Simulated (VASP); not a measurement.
# Si3N4 (P6_3/m) in VASP: further runs

Runs on Si3N4. Level: LDA. Tasks: relaxation of the atoms.

All numbers are computed with VASP 6.6.1; they aren't measurements. Logs are shortened: lines on timing, memory, paths and dates and some standing lists are left out, and cuts for length are marked.

## (1) The cell of the first run

It takes space group P6_3/m (No. 176, hexagonal). Conventional cell: a = 7.611 Å, b = 7.611 Å, c = 2.891 Å, α = 90.00°, β = 90.00°, γ = 120.00°. Within 2.3 Å of Si (site symmetry m) lie 4 N at 1.73 to 1.74 Å. Within 2.3 Å of N (site symmetry m) lie 3 Si at 1.73 to 1.74 Å. N (site symmetry -6) has 3 Si at 1.73 Å within 2.3 Å.

## (2) Relaxation of the atoms, LDA

Input file INCAR:

```
SYSTEM = Si3N4
PREC     = Accurate       ! precision mode
ENCUT    = 520            ! plane-wave cutoff, eV
EDIFF    = 1E-6           ! SCF threshold, eV
ISMEAR   = 0              ! smearing method
SIGMA    = 0.01           ! smearing width, eV
LREAL    = .False.        ! projectors in reciprocal space
LASPH    = .True.         ! aspherical terms in the spheres
NELM     = 100            ! most SCF steps
ALGO     = Normal         ! electronic algorithm
ISIF     = 2              ! what is computed and relaxed
LWAVE    = .False.        ! write WAVECAR
LCHARG   = .False.        ! write CHGCAR
GGA      = CA             ! functional
IBRION   = 2              ! ionic algorithm
NSW      = 80             ! ionic steps
EDIFFG   = -5E-4          ! ionic threshold
```

Input file KPOINTS:

```
regular mesh
0
Gamma
  4 4 8
  0 0 0
```

Input file POSCAR:

```
Si3N4
1.0
    7.6113939090      0.0000000000      0.0000000000
   -3.8056969545      6.5916604834      0.0000000000
    0.0000000000      0.0000000000      2.8914169645
Si N
6 8
Direct
    0.7674659778      0.1738369552      0.2500000000
    0.5936290226      0.7674659778      0.7500000000
    0.8261630448      0.5936290226      0.2500000000
    0.2325340222      0.8261630448      0.7500000000
    0.4063709774      0.2325340222      0.2500000000
    0.1738369552      0.4063709774      0.7500000000
    0.0295161776      0.3301338392      0.2500000000
    0.6993823383      0.0295161776      0.7500000000
    0.6698661608      0.6993823383      0.2500000000
    0.9704838224      0.6698661608      0.7500000000
    0.3006176617      0.9704838224      0.2500000000
    0.3301338392      0.3006176617      0.7500000000
    0.6666666667      0.3333333333      0.2500000000
    0.3333333333      0.6666666667      0.7500000000
```

Potentials or basis: VASP PAW LDA potentials, release 64 (Si, N).

Launch:

```bash
cat potpaw_LDA.64/Si/POTCAR potpaw_LDA.64/N/POTCAR > POTCAR
mpirun -np 1 vasp_std > vasp.out
```

OUTCAR:

```text
SYSTEM = Si3N4
   PREC = Accurate
   ENCUT = 520
   EDIFF = 1E-6
   ISMEAR = 0
   LREAL = .False.
   LASPH = .True.
   NELM = 100
   ISIF = 2
   GGA = CA
   IBRION = 2
   NSW = 80
   EDIFFG = -5E-4

 ion  position               nearest neighbor table
   1  0.767  0.174  0.250-  13 1.73   8 1.73   8 1.73   7 1.74   3 3.00   5 3.00   2 3.05   2 3.05
                             6 3.05   6 3.05
   2  0.594  0.767  0.750-  14 1.73   9 1.73   9 1.73   8 1.74   6 3.00   4 3.00   1 3.05   1 3.05
                             3 3.05   3 3.05
   3  0.826  0.594  0.250-  13 1.73  10 1.73  10 1.73   9 1.74   1 3.00   5 3.00   4 3.05   4 3.05
                             2 3.05   2 3.05
   4  0.233  0.826  0.750-  14 1.73  11 1.73  11 1.73  10 1.74   6 3.00   2 3.00   5 3.05   5 3.05
                             3 3.05   3 3.05
   5  0.406  0.233  0.250-  13 1.73  12 1.73  12 1.73  11 1.74   3 3.00   1 3.00   4 3.05   4 3.05
                             6 3.05   6 3.05
   6  0.174  0.406  0.750-  14 1.73   7 1.73   7 1.73  12 1.74   4 3.00   2 3.00   1 3.05   1 3.05
                             5 3.05   5 3.05
   7  0.030  0.330  0.250-   6 1.73   6 1.73   1 1.74
   8  0.699  0.030  0.750-   1 1.73   1 1.73   2 1.74
   9  0.670  0.699  0.250-   2 1.73   2 1.73   3 1.74
  10  0.970  0.670  0.750-   3 1.73   3 1.73   4 1.74
  11  0.301  0.970  0.250-   4 1.73   4 1.73   5 1.74
  12  0.330  0.301  0.750-   5 1.73   5 1.73   6 1.74
  13  0.667  0.333  0.250-   1 1.73   3 1.73   5 1.73
  14  0.333  0.667  0.750-   4 1.73   6 1.73   2 1.73

  LATTYP: Found a hexagonal cell.
 ALAT       =     7.6113939090
 C/A-ratio  =     0.3798800849

  Lattice vectors:

 A1 = (   7.6113939090,   0.0000000000,   0.0000000000)
 A2 = (  -3.8056969545,   6.5916604834,   0.0000000000)
 A3 = (   0.0000000000,   0.0000000000,   2.8914169645)

Analysis of symmetry for initial positions (statically):
=====================================================================
 Subroutine PRICEL returns:
 Original cell was already a primitive cell.

 Routine SETGRP: Setting up the symmetry group for a
 hexagonal supercell.

 Subroutine GETGRP returns: Found 12 space group operations
 (whereof  6 operations were pure point group operations)
 out of a pool of 24 trial point group operations.

The static configuration has the point symmetry S_6 .
 The point group associated with its full space group is C_6h.

Analysis of symmetry for dynamics (positions and initial velocities):
=====================================================================
 Subroutine PRICEL returns:
 Original cell was already a primitive cell.

 Routine SETGRP: Setting up the symmetry group for a
 hexagonal supercell.

 Subroutine GETGRP returns: Found 12 space group operations
 (whereof  6 operations were pure point group operations)
 out of a pool of 24 trial point group operations.

The dynamic configuration has the point symmetry S_6 .
 The point group associated with its full space group is C_6h.

 Subroutine INISYM returns: Found 12 space group operations
 (whereof  6 operations are pure point group operations),
 and found     1 'primitive' translations

----------------------------------------------------------------------------------------

                                     Primitive cell

  volume of cell :     145.0674

  direct lattice vectors                    reciprocal lattice vectors
     7.611393909  0.000000000  0.000000000     0.131381980  0.075853421  0.000000000
    -3.805696955  6.591660483  0.000000000     0.000000000  0.151706843  0.000000000
     0.000000000  0.000000000  2.891416964     0.000000000  0.000000000  0.345851191

  length of vectors
     7.611393909  7.611393909  2.891416964     0.151706843  0.151706843  0.345851191

  position of ions in fractional coordinates (direct lattice)
     0.767465978  0.173836955  0.250000000
     0.593629023  0.767465978  0.750000000
     0.826163045  0.593629023  0.250000000
     0.232534022  0.826163045  0.750000000
     0.406370977  0.232534022  0.250000000
     0.173836955  0.406370977  0.750000000
     0.029516178  0.330133839  0.250000000
     0.699382338  0.029516178  0.750000000
     0.669866161  0.699382338  0.250000000
     0.970483822  0.669866161  0.750000000
     0.300617662  0.970483822  0.250000000
     0.330133839  0.300617662  0.750000000
     0.666666667  0.333333333  0.250000000
     0.333333333  0.666666667  0.750000000

  ion indices of the primitive-cell ions
   primitive index   ion index
                 1           1
                 2           2
                 3           3
                 4           4
                 5           5
                 6           6
                 7           7
                 8           8
                 9           9
                10          10
                11          11
                12          12
                13          13
                14          14

----------------------------------------------------------------------------------------

 KPOINTS: regular mesh

Automatic generation of k-mesh.
 Grid dimensions read from file:
 generate k-points for:    4    4    8

 Generating k-lattice:

  Cartesian coordinates                     Fractional coordinates (reciprocal lattice)
     0.032845495  0.018963355  0.000000000     0.250000000  0.000000000  0.000000000
     0.000000000  0.037926711  0.000000000     0.000000000  0.250000000  0.000000000
     0.000000000  0.000000000  0.043231399     0.000000000  0.000000000  0.125000000

  Length of vectors
     0.037926711  0.037926711  0.043231399

  Shift w.r.t. Gamma in fractional coordinates (k-lattice)
     0.000000000  0.000000000  0.000000000

 Subroutine IBZKPT returns following result:
 ===========================================

 Found     20 irreducible k-points:

 Following reciprocal coordinates:
            Coordinates               Weight
  0.000000  0.000000  0.000000      1.000000
  0.250000  0.000000  0.000000      6.000000
  0.500000  0.000000  0.000000      3.000000
  0.250000  0.250000  0.000000      6.000000
  0.000000  0.000000  0.125000      2.000000
  0.250000  0.000000  0.125000     12.000000
[... 12 lines left out ...]
  0.500000  0.000000  0.500000      3.000000
  0.250000  0.250000  0.500000      6.000000
   k-points           NKPTS =     20   k-points in BZ     NKDIM =     20   number of bands    NBANDS=     40
   number of dos      NEDOS =    301   number of ions     NIONS =     14
   total plane-waves  NPLWV =  86400
   dimension x,y,z NGX =    60 NGY =   60 NGZ =   24
   dimension x,y,z NGXF=   120 NGYF=  120 NGZF=   48
   ions per type =               6   8
   NGX,Y,Z   is equivalent  to a cutoff of  13.11, 13.11, 13.80 a.u.
   NGXF,Y,Z  is equivalent  to a cutoff of  26.21, 26.21, 27.60 a.u.
 SYSTEM =  Si3N4
   PREC   = accura    normal or accurate (medium, high low for compatibility)
   ISTART =      0    job   : 0-new  1-cont  2-samecut
   ICHARG =      2    charge: 1-file 2-atom 10-const
   ISPIN  =      1    spin polarized calculation?
   LNONCOLLINEAR =      F non collinear calculations
   LSORBIT =      F    spin-orbit coupling
   LASPH  =      T    aspherical Exc in radial PAW
   ENCUT  =  520.0 eV  38.22 Ry    6.18 a.u.  14.15 14.15  5.38*2*pi/ulx,y,z
   NELM   =    100;   NELMIN=  2; NELMDL= -5     # of ELM steps
   EDIFF  = 0.1E-05   stopping-criterion for ELM
   LREAL  =      F    real-space projection
   EDIFFG = -.5E-03   stopping-criterion for IOM
   NSW    =     80    number of steps for IOM
   IBRION =      2    ionic relax: 0-MD 1-quasi-New 2-CG
   NFREE  =      1    steps in history (QN), initial steepest desc. (CG)
   ISIF   =      2    stress and relaxation
   ISYM   =      2    0-nonsym 1-usesym 2-fastsym
   POTIM  = 0.5000    time-step for ionic-motion
   TEBEG  =    0.0;   TEEND  =   0.0 temperature during run
   PSTRESS=    0.0 pullay stress
   NELECT =      64.0000    total number of electrons
   NUPDOWN=      -1.0000    fix difference up-down
   EMIN   =  10.00;   EMAX   =-10.00  energy-range for DOS
   EFERMI =   0.00;   METHOD = LEGACY
   ISMEAR =     0;   SIGMA  =   0.01  broadening in eV -4-tet -1-fermi 0-gaus
   EFERMI_NEDOS =   21; number of points for ismear=-14 and -15
   IALGO  =     38    algorithm
   IMIX   =      4    mixing-type and parameters
     AMIX     =   0.40;   BMIX     =  1.00
     AMIX_MAG =   1.60;   BMIX_MAG =  1.00
  volume/ion in A,a.u.               =      10.36        69.93
  Fermi-wavevector in a.u.,A,eV,Ry     =   1.246268  2.355106 21.132363  1.553185
  Thomas-Fermi vector in A             =   2.380453
   LORBIT       =      0    0 simple, 1 ext, 2 COOP (PROOUT), +10 PAW based schemes
   GGA     = CA    functional components
   LHFCALC =     F    Hartree Fock is set to
   AEXX    =    0.0000 exact exchange contribution
   IVDW    =     0    specifies the selected vdW correction
   LEPSILON=     F    determine dielectric tensor
   LRPA    =     F    only Hartree local field effects (RPA)
 conjugate gradient relaxation of ions
 non-spin polarized calculation
 Gauss-broadening in eV      SIGMA  =   0.01
  energy-cutoff  :      520.00
  volume of cell :      145.07
 maximum number of plane-waves:      3941
 NGX is ok and might be reduce to    60
   NGX = 29   NGY = 29   NGZ = 11

--------------------------------------- Ionic step        1  -------------------------------------------

 number of electron      63.9999999 magnetization

 Free energy of the ion-electron system (eV)
  ---------------------------------------------------
  ext. energy  EPLUGINS =         0.00000000
  ---------------------------------------------------
  free energy    TOTEN  =      -126.52745337 eV

  energy without entropy =     -126.52745337  energy(sigma->0) =     -126.52745337

------------------------ aborting loop because EDIFF is reached ----------------------------------------

  FORCE on cell =-STRESS in cart. coord.  units (eV):
  Direction    XX          YY          ZZ          XY          YZ          ZX
  --------------------------------------------------------------------------------------
  -------------------------------------------------------------------------------------
  Total       -2.6229060     -2.6229060     -0.4434546     -0.0000000      0.0000000      0.0000000
  in kB      -28.9683367    -28.9683367     -4.8976754     -0.0000001      0.0000000      0.0000000
  external PRESSURE =     -20.9447829 kB  Pullay stress =       0.0000000 kB
[... 125 lines left out ...]
  FREE ENERGIE OF THE ION-ELECTRON SYSTEM (eV)
  ---------------------------------------------------
  free  energy   TOTEN  =      -126.5282527508 eV

  energy  without entropy=     -126.5282527508  energy(sigma->0) =     -126.52825275

[... ionic steps 4 to 12 ...]

--------------------------------------- Ionic step       13  -------------------------------------------

 number of electron      63.9999998 magnetization

------------------------ aborting loop because EDIFF is reached ----------------------------------------
[... 91 lines left out ...]
--------------------------------------- Ionic step       15  -------------------------------------------

 number of electron      63.9999998 magnetization

 Free energy of the ion-electron system (eV)
  ---------------------------------------------------
  ext. energy  EPLUGINS =         0.00000000
  ---------------------------------------------------
  free energy    TOTEN  =      -126.52841546 eV

  energy without entropy =     -126.52841546  energy(sigma->0) =     -126.52841546

 E-fermi :   6.7087     XC(G=0): -11.1885

 val. band max:        6.6487236476   @ k =   0.0000   0.0000   0.1250
 cond. band min:      10.9129573042   @ k =   0.0000   0.0000   0.0000
 fundamental gap:      4.2642336566
 Fermi energy:         6.7087153571

 k-point     1 :       0.0000    0.0000    0.0000
  band No.  band energies     occupation
      1     -11.4597      2.00000
      2      -9.9592      2.00000
      3      -9.9592      2.00000
      4      -9.3325      2.00000
      5      -9.1920      2.00000
      6      -9.1920      2.00000
[... 890 lines left out ...]
  FREE ENERGIE OF THE ION-ELECTRON SYSTEM (eV)
  ---------------------------------------------------
  free  energy   TOTEN  =      -126.5284154557 eV

  energy  without entropy=     -126.5284154557  energy(sigma->0) =     -126.52841546

 reached required accuracy - stopping structural energy minimisation
```

Run time: 15 min. Hardware: 1 thread of Oxide Virtual Turin-like, shared host; peak memory 0.23 GiB.

Results:

* Free energy: -126.5284 eV
* Energy gained by relaxing: 0.1 meV/atom
* Ionic steps: 15
* Pressure after relaxing: -2.1 GPa
* Band gap on the k mesh: 4.26 eV (least direct gap 4.43 eV)

The path:
```
step  energy change (eV)  largest force (eV/Å)  pressure (GPa)
   1              0.0000                0.1019           -2.09
   2              0.0017                0.1632           -2.10
   3             -0.0008                0.0132           -2.10
   4             -0.0009                0.0100           -2.09
   5             -0.0009                0.0122           -2.09
   6             -0.0009                0.0093           -2.07
   7             -0.0009                0.0081           -2.08
   8             -0.0009                0.0056           -2.07
   9             -0.0010                0.0039           -2.05
  10             -0.0010                0.0035           -2.05
  11             -0.0010                0.0036           -2.05
  12             -0.0010                0.0071           -2.05
  13             -0.0010                0.0008           -2.05
  14             -0.0010                0.0007           -2.05
  15             -0.0010                0.0005           -2.05
```

Final structure:
```
Si N
1.0
     7.61139    0.00000    0.00000
    -3.80570    6.59166    0.00000
     0.00000    0.00000    2.89142
Si N
6 8
Direct
  0.76796 0.17449 0.25000
  0.59347 0.76796 0.75000
  0.82551 0.59347 0.25000
  0.23204 0.82551 0.75000
  0.40653 0.23204 0.25000
  0.17449 0.40653 0.75000
  0.02971 0.33025 0.25000
  0.69946 0.02971 0.75000
  0.66975 0.69946 0.25000
  0.97029 0.66975 0.75000
  0.30054 0.97029 0.25000
  0.33025 0.30054 0.75000
  0.66667 0.33333 0.25000
  0.33333 0.66667 0.75000
```

## (3) Relaxation of the atoms, LDA

This run uses another cell than the first one, of 10.31 Å³/atom.

Input file INCAR:

```
PREC = Accurate
ENCUT = 520
EDIFF = 1E-6
ISMEAR = 0
SIGMA = 0.01
LREAL = False
LASPH = True
NELM = 80
ALGO = Normal
ISIF = 2
LWAVE = False
LCHARG = False
GGA = CA
IBRION = 2
NSW = 80
EDIFFG = -5E-4
```

Input file KPOINTS:

```
regular mesh
0
Gamma
  4 4 8
```

Edit POSCAR of step 2 so:

```diff
@@ -2,5 +2,5 @@
 1.0
-    7.6113939090      0.0000000000      0.0000000000
-   -3.8056969545      6.5916604834      0.0000000000
-    0.0000000000      0.0000000000      2.8914169645
+    7.5735262776      0.0000000000      0.0000000000
+   -3.7867631388      6.5588661526      0.0000000000
+    0.0000000000      0.0000000000      2.9058740493
 Si N
```

Potentials or basis: VASP PAW LDA potentials, release 64 (Si, N).

Launch:

```bash
cat potpaw_LDA.64/Si/POTCAR potpaw_LDA.64/N/POTCAR > POTCAR
mpirun -np 1 vasp_std > vasp.out
```

It took 6.4 min on 1 thread of Oxide Virtual Turin-like, shared host; peak memory 0.22 GiB.

Results (log left out):

| Item | Value |
| --- | --- |
| Free energy | -126.5338 eV |
| Energy gained by relaxing | 0.1 meV/atom |
| Ionic steps | 18 |
| Pressure after relaxing | -0.9 GPa |
| Band gap on the k mesh | 4.12 eV (least direct gap 4.34 eV) |

Stress tensor (GPa, compression positive):
```
-0.20  0.00  0.00
 0.00 -0.20  0.00
 0.00  0.00 -2.38
```

Step by step:
```
step  energy change (eV)  largest force (eV/Å)  pressure (GPa)
   1              0.0000                0.0885           -0.95
   2              0.0017                0.1660           -0.96
   3             -0.0007                0.0160           -0.96
   4             -0.0008                0.0070           -0.96
   5             -0.0008                0.0108           -0.95
   6             -0.0008                0.0092           -0.95
   7             -0.0008                0.0049           -0.95
   8             -0.0008                0.0033           -0.94
   9             -0.0008                0.0049           -0.93
  10             -0.0008                0.0056           -0.93
  11             -0.0008                0.0020           -0.93
  12             -0.0008                0.0018           -0.93
  13             -0.0008                0.0011           -0.93
  14             -0.0008                0.0009           -0.93
  15             -0.0008                0.0010           -0.93
  16             -0.0008                0.0008           -0.93
  17             -0.0008                0.0009           -0.93
  18             -0.0008                0.0003           -0.93
```

Final structure:
```yaml
crystal:
  lattice:
    - [7.57353, 0.00000, 0.00000]
    - [-3.78676, 6.55887, 0.00000]
    - [0.00000, 0.00000, 2.90587]
  atoms:
    - { symbol: Si, position: [0.76764, 0.17379, 0.25000] }
    - { symbol: Si, position: [0.59385, 0.76764, 0.75000] }
    - { symbol: Si, position: [0.82621, 0.59385, 0.25000] }
    - { symbol: Si, position: [0.23236, 0.82621, 0.75000] }
    - { symbol: Si, position: [0.40615, 0.23236, 0.25000] }
    - { symbol: Si, position: [0.17379, 0.40615, 0.75000] }
    - { symbol: N, position: [0.02994, 0.33013, 0.25000] }
    - { symbol: N, position: [0.69981, 0.02994, 0.75000] }
    - { symbol: N, position: [0.66987, 0.69981, 0.25000] }
    - { symbol: N, position: [0.97006, 0.66987, 0.75000] }
    - { symbol: N, position: [0.30019, 0.97006, 0.25000] }
    - { symbol: N, position: [0.33013, 0.30019, 0.75000] }
    - { symbol: N, position: [0.66667, 0.33333, 0.25000] }
    - { symbol: N, position: [0.33333, 0.66667, 0.75000] }
```

Levels at points of the mesh, in eV from the valence-band top:
```tsv
k point	band 30	band 31	band 32	band 33	band 34	band 35
(0.00, 0.00, 0.00)	-0.50	-0.37	-0.22	4.12	4.64	4.77
(0.50, 0.00, 0.00)	-0.77	-0.36	-0.28	4.49	4.56	4.69
(0.00, 0.00, 0.50)	-1.65	-1.39	-1.39	4.59	4.59	4.59
(0.50, 0.00, 0.50)	-1.53	-1.07	-1.07	4.71	4.71	5.72
```

A k mesh can miss the band edges. LDA gaps usually lie below the measured ones, often by a third to a half.
